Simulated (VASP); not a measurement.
## Te: single point with r2SCAN

The system is Te.

```xyz
3
Lattice="4.7234 0.0000 0.0000 -2.3617 4.0906 0.0000 0.0000 0.0000 6.2843" Properties=species:S:1:pos:R:3 pbc="T T T"
Te    1.1077    0.0000    2.0948
Te   -0.5538    0.9593    4.1895
Te    1.8079    3.1313    0.0000
```

This cell differs from its parent crystal: strain +5.6%.

```yaml
Program: VASP 6.6.1
Task: single point
Functional: r2SCAN
Potentials_or_basis: VASP PAW PBE potentials, release 64 (Te)
Cutoff: 520 eV
k_mesh: 6 × 6 × 4
Occupations: fermi-dirac, width 0.02 eV
Spin: no spin polarisation
Dipole_correction: no
Further_INCAR_settings: ALGO = Normal; EDIFF = 1e-06; NBANDS = 16
```

```json
{
  "Pressure": "-2.0 GPa",
  "Largest force": "0.004 eV/Å",
  "Band gap on the k mesh": "0.25 eV, direct"
}
```

Forces on the atoms (eV/Å):
```
Te  -0.004  0.000  0.000
Te   0.002 -0.003  0.000
Te   0.002  0.003  0.000
```

Stress tensor (GPa, compression positive):
```
-1.12  0.00  0.00
 0.00 -1.12  0.00
 0.00  0.00 -3.90
```

Levels at points of the mesh, in eV from the valence-band top:
```tsv
k point	band 6	band 7	band 8	band 9	band 10	band 11	band 12	band 13
(0.00, 0.00, 0.00)	-2.54	-1.24	-1.24	-0.19	1.36	1.36	2.32	5.64
(0.50, 0.00, 0.00)	-2.62	-2.60	-1.19	-0.74	1.52	1.94	3.53	4.48
(0.00, 0.00, 0.50)	-2.27	-1.06	-0.81	-0.81	0.95	1.50	1.50	5.14
(0.50, 0.00, 0.50)	-3.19	-1.50	-1.36	-0.14	0.93	2.16	2.73	5.28
```

Run time: 120 s on 1 thread of Intel(R) Xeon(R) Platinum 8259CL CPU @ 2.50GHz (Skylake/Cascade Lake), with other jobs on the host, peak memory 0.26 GiB.

Caveat: the cell differs from its parent crystal (strain +5.6%); the PAW data sets were made with another functional, which shifts forces and pressure a little; spin-orbit coupling is left out, which moves the levels of the heavy elements. A k mesh can miss the band edges.
